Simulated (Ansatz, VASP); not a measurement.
HfZr2Se6: VASP beside Ansatz

File INCAR:

```
SYSTEM = HfZr2Se6
PREC     = Accurate       ! precision mode
ENCUT    = 600            ! plane-wave cutoff, eV
EDIFF    = 1E-6           ! SCF threshold, eV
ISMEAR   = 0              ! smearing method
SIGMA    = 0.02           ! smearing width, eV
LREAL    = .False.        ! projectors in reciprocal space
LASPH    = .True.         ! aspherical terms in the spheres
NELM     = 60             ! most SCF steps
ALGO     = Normal         ! electronic algorithm
ISIF     = 3              ! what is computed and relaxed
LWAVE    = .False.        ! write WAVECAR
LCHARG   = .False.        ! write CHGCAR
GGA      = PE             ! functional
IBRION   = 2              ! ionic algorithm
NSW      = 100            ! ionic steps
EDIFFG   = -0.01          ! ionic threshold
```

Contents of KPOINTS:

```
regular mesh
0
Gamma
  6 6 6
  0 0 0
```

The input POSCAR:

```
HfZr2Se6
1.0
    6.5635658000      0.0000000000      0.0000000000
   -3.2817829000      5.6842147000      0.0000000000
    0.0000000000      0.0000000000      6.9411878000
Zr Hf Se
2 1 6
Direct
    0.3333333000      0.6666667000      0.0000000000
    0.6666667000      0.3333333000      0.0000000000
    0.0000000000      0.0000000000      0.0000000000
    0.3311370000      0.0000000000      0.2277860000
    0.0000000000      0.3311370000      0.2277860000
    0.6688630000      0.6688630000      0.2277860000
    0.6688630000      0.0000000000      0.7722140000
    0.3311370000      0.3311370000      0.7722140000
    0.0000000000      0.6688630000      0.7722140000
```

Input for Ansatz:

```yaml
crystal:
  lattice:
    - [6.5635658, 0.0, 0.0]
    - [-3.2817829, 5.6842147, 0.0]
    - [0.0, 0.0, 6.9411878]
  atoms:
    - { symbol: Zr, position: [0.3333333, 0.6666667, 0.0] }
    - { symbol: Zr, position: [0.6666667, 0.3333333, 0.0] }
    - { symbol: Hf, position: [0.0, 0.0, 0.0] }
    - { symbol: Se, position: [0.331137, 0.0, 0.227786] }
    - { symbol: Se, position: [0.0, 0.331137, 0.227786] }
    - { symbol: Se, position: [0.668863, 0.668863, 0.227786] }
    - { symbol: Se, position: [0.668863, 0.0, 0.772214] }
    - { symbol: Se, position: [0.331137, 0.331137, 0.772214] }
    - { symbol: Se, position: [0.0, 0.668863, 0.772214] }
basis:
  ecutwfc: 420
kpoints:
  mp_grid: { grid: [6, 6, 6] }
hamiltonian:
  xc: pbe
scf:
  occupations: { method: gaussian, width: 0.02 }
output:
  forces: true
  stress: true
  eigenvalues: true
relax:
  adjacent_minimum: "off"
  f_tol: 0.01
  max_steps: 80
  cell: { stress_tol: 0.05 }
```

Alike in both runs: task relaxation of cell and atoms; functional PBE; k mesh 6 × 6 × 6; occupations gaussian, width 0.02 eV; no spin polarisation.

```csv
,VASP,Ansatz
version,VASP 6.6.1,Ansatz 0.2.0
potentials or method,"VASP PAW PBE potentials, release 64 (Zr_sv, Hf_pv, Se), cutoff 600 eV","scalar-relativistic, plane waves, PAW"
valence electrons in the cell,70,146
```

|  | VASP | Ansatz | Ansatz less VASP |
| --- | --- | --- | --- |
| gap on the k mesh at the Fermi level, each at its own relaxed structure (eV) | 0.45 | 0.45 | -0.001 |
| relaxed volume (Å³/atom) | 28.77 | 28.77 | +0.008 |
| relaxed length of the cell vector where the two differ most in proportion (Å) | 6.940 | 6.941 | +0.0008 |

VASP's potentials hold 70 valence electrons a cell and Ansatz's 146, so a difference there can come from the potentials and not from the codes.

Neither program's run includes spin-orbit coupling.
